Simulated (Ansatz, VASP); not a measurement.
**Two plane-wave programs on BN**

POSCAR

```
BN
1.0
    0.0000000000      2.0929567700      1.3604219005
    2.0929567700      0.0000000000      1.3604219005
    2.0929567700      2.0929567700      0.0000000000
B N
1 1
Direct
    0.0000000000      0.0000000000      0.0000000000
    0.7500000000      0.7500000000      0.7500000000
```

INCAR.step1

```
  PREC = Accurate
  ENCUT = 520
  ISMEAR = 0
  SIGMA = 0.05
  LREAL = F
  LASPH = T
  NELM = 100
  NBANDS = 11
  GGA = PE
  ALGO = Normal
  EDIFF = 1E-4
  LWAVE = T
  LCHARG = F
```

Contents of INCAR.step2:

```
  PREC = Accurate
  ENCUT = 520
  EDIFF = 1E-7
  ISMEAR = 0
  SIGMA = 0.05
  LREAL = F
  LASPH = T
  NELM = 100
  ALGO = Normal
  ISIF = 2
  LWAVE = F
  LCHARG = F
  METAGGA = R2SCAN
  LMIXTAU = T
  NBANDS = 11
  ISTART = 1
```

Contents of KPOINTS:

```
Automatic mesh
0
Gamma
  12 12 12
```

Input for Ansatz:

```yaml
crystal:
  lattice:
    - [0.0, 2.09295677, 1.3604219005]
    - [2.09295677, 0.0, 1.3604219005]
    - [2.09295677, 2.09295677, 0.0]
  atoms:
    - { symbol: B, position: [0.0, 0.0, 0.0] }
    - { symbol: "N", position: [0.75, 0.75, 0.75] }
basis:
  ecutwfc: 500
kpoints:
  mp_grid: { grid: [12, 12, 12] }
hamiltonian:
  xc: r2scan
scf:
  occupations: { method: gaussian, width: 0.05 }
output:
  forces: true
  stress: true
  eigenvalues: true
```

Alike in both runs: task single point; functional r2SCAN; k mesh 12 × 12 × 12; occupations gaussian, width 0.05 eV; no spin polarisation.

|  | VASP | Ansatz |
| --- | --- | --- |
| version | VASP 6.6.1 | Ansatz 0.2.0 |
| potentials or method | VASP PAW PBE potentials, release 64 (B, N), cutoff 520 eV | scalar-relativistic, plane waves, PAW |
| valence electrons in the cell | 8 | 8 |

Ansatz gave:

| Property | Result |
| --- | --- |
| gap on the k mesh at the Fermi level (eV) | 0.33 |
| least direct gap on the mesh (eV) | 5.63 |
| pressure (GPa) | -10.2 |
| traceless stress, the component that is largest in VASP (GPa) | 109.73 |

Task: What did VASP give for the same quantities?

Result: gap on the k mesh at the Fermi level (eV): 0.34; least direct gap on the mesh (eV): 5.65; pressure (GPa): -9.2; traceless stress, the component that is largest in VASP (GPa): 109.16.

VASP's potentials were made for PBE, not for r2SCAN.
